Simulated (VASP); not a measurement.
# RbBr (Fm-3m) in VASP: single point with PBE

Aim: the single point of RbBr with PBE.

Everything below comes from runs of VASP 6.6.1. Logs are shortened: lines on timing, memory, paths and dates and some standing lists are left out, and cuts for length are marked.

### 1 The cell of the first run

The structure is cubic, space group Fm-3m (No. 225). The conventional cell has a = 6.854 Å, b = 6.854 Å, c = 6.854 Å, α = 90.00°, β = 90.00°, γ = 90.00°. Rb (site symmetry m-3m) has 6 Br at 3.43 Å within 4.5 Å. Br (site symmetry m-3m) has 6 Rb at 3.43 Å within 4.5 Å.

### 2 Single point, PBE

The input, INCAR:

```
  PREC = Accurate
  ENCUT = 500
  EDIFF = 1E-6
  ISMEAR = 0
  SIGMA = 0.01
  LREAL = F
  LASPH = T
  NELM = 120
  ALGO = Normal
  ISIF = 2
  LWAVE = F
  LCHARG = F
  GGA = PE
  NBANDS = 15
  GGA_COMPAT = F
```

The input, KPOINTS:

```
Automatic mesh
0
Gamma
  3 3 3
```

The input, POSCAR:

```
RbBr
1.0
    0.0000000000      3.4270000000      3.4270000000
    3.4270000000      0.0000000000      3.4270000000
    3.4270000000      3.4270000000      0.0000000000
Rb Br
1 1
Direct
    0.0000000000      0.0000000000      0.0000000000
    0.5000000000      0.5000000000      0.5000000000
```

Potentials or basis: VASP PAW PBE potentials, release 64 (Rb_sv, Br).

The run is started by

```
$ cat potpaw_PBE.64/Rb_sv/POTCAR potpaw_PBE.64/Br/POTCAR > POTCAR
$ mpirun -np 1 vasp_std > vasp.out
```

OUTCAR:

```text
PREC = Accurate
   ENCUT = 500
   EDIFF = 1E-6
   ISMEAR = 0
   LREAL = F
   LASPH = T
   NELM = 120
   ISIF = 2
   GGA = PE

 ion  position               nearest neighbor table
   1  0.000  0.000  0.000-   2 3.43   2 3.43   2 3.43   2 3.43   2 3.43   2 3.43
   2  0.500  0.500  0.500-   1 3.43   1 3.43   1 3.43   1 3.43   1 3.43   1 3.43

  LATTYP: Found a face centered cubic cell.
 ALAT       =     6.8540000000

  Lattice vectors:

 A1 = (   0.0000000000,   3.4270000000,   3.4270000000)
 A2 = (   3.4270000000,   0.0000000000,   3.4270000000)
 A3 = (   3.4270000000,   3.4270000000,   0.0000000000)

Analysis of symmetry for initial positions (statically):
=====================================================================
 Subroutine PRICEL returns:
 Original cell was already a primitive cell.

 Routine SETGRP: Setting up the symmetry group for a
 face centered cubic supercell.

 Subroutine GETGRP returns: Found 48 space group operations
 (whereof 48 operations were pure point group operations)
 out of a pool of 48 trial point group operations.

The static configuration has the point symmetry O_h .

Analysis of symmetry for dynamics (positions and initial velocities):
=====================================================================
 Subroutine PRICEL returns:
 Original cell was already a primitive cell.

 Routine SETGRP: Setting up the symmetry group for a
 face centered cubic supercell.

 Subroutine GETGRP returns: Found 48 space group operations
 (whereof 48 operations were pure point group operations)
 out of a pool of 48 trial point group operations.

The dynamic configuration has the point symmetry O_h .

 Subroutine INISYM returns: Found 48 space group operations
 (whereof 48 operations are pure point group operations),
 and found     1 'primitive' translations

----------------------------------------------------------------------------------------

                                     Primitive cell

  volume of cell :      80.4956

  direct lattice vectors                    reciprocal lattice vectors
     0.000000000  3.427000000  3.427000000    -0.145900204  0.145900204  0.145900204
     3.427000000  0.000000000  3.427000000     0.145900204 -0.145900204  0.145900204
     3.427000000  3.427000000  0.000000000     0.145900204  0.145900204 -0.145900204

  length of vectors
     4.846509878  4.846509878  4.846509878     0.252706567  0.252706567  0.252706567

  position of ions in fractional coordinates (direct lattice)
     0.000000000  0.000000000  0.000000000
     0.500000000  0.500000000  0.500000000

  ion indices of the primitive-cell ions
   primitive index   ion index
                 1           1
                 2           2

----------------------------------------------------------------------------------------

 KPOINTS: Automatic mesh

Automatic generation of k-mesh.
 Grid dimensions read from file:
 generate k-points for:    3    3    3

 Generating k-lattice:

  Cartesian coordinates                     Fractional coordinates (reciprocal lattice)
    -0.048633401  0.048633401  0.048633401     0.333333333  0.000000000  0.000000000
     0.048633401 -0.048633401  0.048633401     0.000000000  0.333333333  0.000000000
     0.048633401  0.048633401 -0.048633401     0.000000000  0.000000000  0.333333333

  Length of vectors
     0.084235522  0.084235522  0.084235522

  Shift w.r.t. Gamma in fractional coordinates (k-lattice)
     0.000000000  0.000000000  0.000000000

 Subroutine IBZKPT returns following result:
 ===========================================

 Found      4 irreducible k-points:

 Following reciprocal coordinates:
            Coordinates               Weight
  0.000000  0.000000  0.000000      1.000000
  0.333333  0.000000  0.000000      8.000000
  0.333333  0.333333  0.000000      6.000000
 -0.333333  0.333333  0.000000     12.000000
   k-points           NKPTS =      4   k-points in BZ     NKDIM =      4   number of bands    NBANDS=     15
   number of dos      NEDOS =    301   number of ions     NIONS =      2
   total plane-waves  NPLWV =  46656
   dimension x,y,z NGX =    36 NGY =   36 NGZ =   36
   dimension x,y,z NGXF=    72 NGYF=   72 NGZF=   72
   ions per type =               1   1
   NGX,Y,Z   is equivalent  to a cutoff of  12.35, 12.35, 12.35 a.u.
   NGXF,Y,Z  is equivalent  to a cutoff of  24.70, 24.70, 24.70 a.u.
 SYSTEM =  unknown system
   PREC   = accura    normal or accurate (medium, high low for compatibility)
   ISTART =      0    job   : 0-new  1-cont  2-samecut
   ICHARG =      2    charge: 1-file 2-atom 10-const
   ISPIN  =      1    spin polarized calculation?
   LNONCOLLINEAR =      F non collinear calculations
   LSORBIT =      F    spin-orbit coupling
   LASPH  =      T    aspherical Exc in radial PAW
   ENCUT  =  500.0 eV  36.75 Ry    6.06 a.u.   8.84  8.84  8.84*2*pi/ulx,y,z
   NELM   =    120;   NELMIN=  2; NELMDL= -5     # of ELM steps
   EDIFF  = 0.1E-05   stopping-criterion for ELM
   LREAL  =      F    real-space projection
   EDIFFG = 0.1E-04   stopping-criterion for IOM
   NSW    =      0    number of steps for IOM
   IBRION =     -1    ionic relax: 0-MD 1-quasi-New 2-CG
   NFREE  =      0    steps in history (QN), initial steepest desc. (CG)
   ISIF   =      2    stress and relaxation
   ISYM   =      2    0-nonsym 1-usesym 2-fastsym
   POTIM  = 0.5000    time-step for ionic-motion
   TEBEG  =    0.0;   TEEND  =   0.0 temperature during run
   PSTRESS=    0.0 pullay stress
   NELECT =      16.0000    total number of electrons
   NUPDOWN=      -1.0000    fix difference up-down
   EMIN   =  10.00;   EMAX   =-10.00  energy-range for DOS
   EFERMI =   0.00;   METHOD = LEGACY
   ISMEAR =     0;   SIGMA  =   0.01  broadening in eV -4-tet -1-fermi 0-gaus
   EFERMI_NEDOS =   21; number of points for ismear=-14 and -15
   IALGO  =     38    algorithm
   IMIX   =      4    mixing-type and parameters
     AMIX     =   0.40;   BMIX     =  1.00
     AMIX_MAG =   1.60;   BMIX_MAG =  1.00
  volume/ion in A,a.u.               =      40.25       271.61
  Fermi-wavevector in a.u.,A,eV,Ry     =   0.955412  1.805467 12.419564  0.912812
  Thomas-Fermi vector in A             =   2.084247
   LORBIT       =      0    0 simple, 1 ext, 2 COOP (PROOUT), +10 PAW based schemes
   GGA     = PE    functional components
   LHFCALC =     F    Hartree Fock is set to
   AEXX    =    0.0000 exact exchange contribution
   IVDW    =     0    specifies the selected vdW correction
   LEPSILON=     F    determine dielectric tensor
   LRPA    =     F    only Hartree local field effects (RPA)
 non-spin polarized calculation
 Gauss-broadening in eV      SIGMA  =   0.01
  energy-cutoff  :      500.00
  volume of cell :       80.50
 maximum number of plane-waves:      2085
   NGX = 17   NGY = 17   NGZ = 17

 number of electron      15.9999999 magnetization

 Free energy of the ion-electron system (eV)
  ---------------------------------------------------
  ext. energy  EPLUGINS =         0.00000000
  ---------------------------------------------------
  free energy    TOTEN  =        -6.09419713 eV

  energy without entropy =       -6.09419713  energy(sigma->0) =       -6.09419713

 E-fermi :  -1.6658     XC(G=0):  -7.2321

 val. band max:       -1.7482110733   @ k =   0.0000   0.0000   0.0000
 cond. band min:       2.6120895459   @ k =   0.0000   0.0000   0.0000
 fundamental gap:      4.3603006191
 Fermi energy:        -1.6658491454

 k-point     1 :       0.0000    0.0000    0.0000
  band No.  band energies     occupation
      1     -26.1677      2.00000
      2     -13.9282      2.00000
      3     -10.2445      2.00000
      4     -10.2445      2.00000
      5     -10.2445      2.00000
      6      -1.7482      2.00000
      7      -1.7482      2.00000
      8      -1.7482      2.00000
      9       2.6121      0.00000
     10       5.5282      0.00000
     11       5.5282      0.00000
     12       5.5282      0.00000
     13       6.4161      0.00000
     14       6.4161      0.00000
     15       9.2436      0.00000

 k-point     2 :       0.3333    0.0000    0.0000
  band No.  band energies     occupation
      1     -26.1606      2.00000
      2     -13.9604      2.00000
      3     -10.2502      2.00000
      4     -10.2502      2.00000
      5     -10.2083      2.00000
      6      -2.5352      2.00000
      7      -2.0208      2.00000
      8      -2.0208      2.00000
      9       4.4998      0.00000
     10       5.5546      0.00000
     11       6.7715      0.00000
     12       6.7715      0.00000
     13       7.8418      0.00000
     14       7.8418      0.00000
     15       9.8336      0.00000

 k-point     3 :       0.3333    0.3333    0.0000
  band No.  band energies     occupation
      1     -26.1586      2.00000
      2     -13.9098      2.00000
      3     -10.3121      2.00000
      4     -10.2983      2.00000
      5     -10.2983      2.00000
      6      -2.3670      2.00000
      7      -1.8817      2.00000
      8      -1.8817      2.00000
      9       4.1488      0.00000
     10       4.5923      0.00000
     11       7.1342      0.00000
     12       7.9384      0.00000
     13       7.9698      0.00000
     14       7.9698      0.00000
     15       8.9826      0.00000

 k-point     4 :      -0.3333    0.3333    0.0000
  band No.  band energies     occupation
      1     -26.1562      2.00000
      2     -13.9199      2.00000
      3     -10.3739      2.00000
      4     -10.2778      2.00000
      5     -10.2506      2.00000
      6      -2.3909      2.00000
      7      -2.1153      2.00000
      8      -2.0605      2.00000
      9       5.0105      0.00000
     10       6.0049      0.00000
     11       6.7420      0.00000
     12       7.0793      0.00000
     13       7.8142      0.00000
     14       8.7674      0.00000
     15       9.8208      0.00000

------------------------ aborting loop because EDIFF is reached ----------------------------------------

  FORCE on cell =-STRESS in cart. coord.  units (eV):
  Direction    XX          YY          ZZ          XY          YZ          ZX
  --------------------------------------------------------------------------------------
  -------------------------------------------------------------------------------------
  Total        0.5266046      0.5266046      0.5266046     -0.0000000      0.0000000      0.0000000
  in kB       10.4814869     10.4814869     10.4814869     -0.0000000      0.0000000      0.0000000
  external PRESSURE =      10.4814869 kB  Pullay stress =       0.0000000 kB

 VOLUME and BASIS-vectors are now :
 -----------------------------------------------------------------------------
  energy-cutoff  :      500.00
  volume of cell :       80.50
      direct lattice vectors                 reciprocal lattice vectors
     0.000000000  3.427000000  3.427000000    -0.145900204  0.145900204  0.145900204
     3.427000000  0.000000000  3.427000000     0.145900204 -0.145900204  0.145900204
     3.427000000  3.427000000  0.000000000     0.145900204  0.145900204 -0.145900204

 POSITION                                       TOTAL-FORCE (eV/Angst)
 -----------------------------------------------------------------------------------
      0.00000      0.00000      0.00000        -0.000000     -0.000000      0.000000
      3.42700      3.42700      3.42700         0.000000      0.000000     -0.000000
 -----------------------------------------------------------------------------------
    total drift:                                0.000000      0.000000      0.000000

  FREE ENERGIE OF THE ION-ELECTRON SYSTEM (eV)
  ---------------------------------------------------
  free  energy   TOTEN  =        -6.0941971274 eV

  energy  without entropy=       -6.0941971274  energy(sigma->0) =       -6.09419713
```

It took 16 s on 1 thread of Intel Xeon 8259CL, shared host; peak memory 0.19 GiB.

What came out:

- Free energy: -6.0942 eV
- Pressure: 1.0 GPa
- Band gap on the k mesh: 4.36 eV, direct

Caveat: the k points lie up to 0.53 Å⁻¹ apart. PBE gaps usually lie below the measured ones, often by a third to a half.
